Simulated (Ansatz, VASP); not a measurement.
## Al2BAs2: VASP beside Ansatz

```
CELL_PARAMETERS angstrom
-2.13408 2.13408 5.45363
2.13408 -2.13408 5.45363
2.13408 2.13408 -5.45363
ATOMIC_POSITIONS crystal
Al 0.38559 0.38559 0.00000
Al 0.61441 0.61441 0.00000
B 0.00000 0.00000 0.00000
As 0.25000 0.75000 0.50000
As 0.75000 0.25000 0.50000
```

Change from the starting cell: species swapped into the CaZn2Ge2 type (I4/mmm, No. 139).

Alike in both runs: functional PBE; k mesh 12 × 12 × 12; occupations gaussian, width 0.1 eV; no spin polarisation.

Ansatz relaxed the structure, and its values are those at the end. VASP's run is a single point on that final structure, the one shown.

|  | VASP | Ansatz |
| --- | --- | --- |
| version | VASP 6.6.1 | Ansatz 0.2.0 |
| potentials or method | VASP PAW PBE potentials, release 64 (Al, B, As), cutoff 520 eV | scalar-relativistic, plane waves, PAW |
| valence electrons in the cell | 19 | 39 |

|  | VASP | Ansatz | Ansatz less VASP |
| --- | --- | --- | --- |
| gap on the k mesh at the Fermi level (eV) | none | none | - |
| pressure (GPa) | 0.1 | 0.0 | -0.09 |
| rms of the force components (eV/Å) | 0.006 | 0.001 | -0.0053 |

A gap of «none» marks a metal or a gap that the smearing closes. VASP's potentials hold 19 valence electrons a cell and Ansatz's 39, so a difference there can come from the potentials and not from the codes.
